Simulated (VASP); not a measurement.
## BaZrO3: single point with PBE

The system is BaZrO3.

```
Ba Zr O
1.0
     4.22746    0.00000    0.00000
     0.00000    4.22746    0.00000
     0.00000    0.00000    4.22746
Ba Zr O
1 1 3
Direct
  0.50000 0.50000 0.50000
  0.00000 0.00000 0.00000
  0.50000 0.00000 0.00000
  0.00000 0.50000 0.00000
  0.00000 0.00000 0.50000
```

- Program: VASP 6.6.1
- Task: single point
- Functional: PBE
- Potentials or basis: VASP PAW PBE potentials, release 64 (Ba_sv, Zr_sv, O)
- Cutoff: 520 eV
- k mesh: 6 × 6 × 6
- Occupations: gaussian, width 0.02 eV
- Spin: no spin polarisation

```
Pressure               : 0.9 GPa
Band gap on the k mesh : 3.13 eV, indirect (least direct gap 3.38 eV)
```

Levels at points of the mesh, in eV from the valence-band top:
```csv
k point,band 18,band 19,band 20,band 21,band 22,band 23
"(0.00, 0.00, 0.00)",-0.25,-0.25,-0.25,3.13,3.13,3.13
"(0.50, 0.00, 0.00)",-1.61,-0.49,-0.49,3.55,5.54,5.54
"(0.50, 0.50, 0.00)",-0.93,-0.85,-0.07,5.51,5.51,6.31
"(0.50, 0.50, 0.50)",0.00,0.00,0.00,5.88,5.88,5.88
```

Run time: 17 s on 1 thread of Intel Xeon 6975P-C, on a shared host, peak memory 0.2 GiB.

Caveat: spin-orbit coupling is left out, which moves the levels of the heavy elements. A k mesh can miss the band edges.
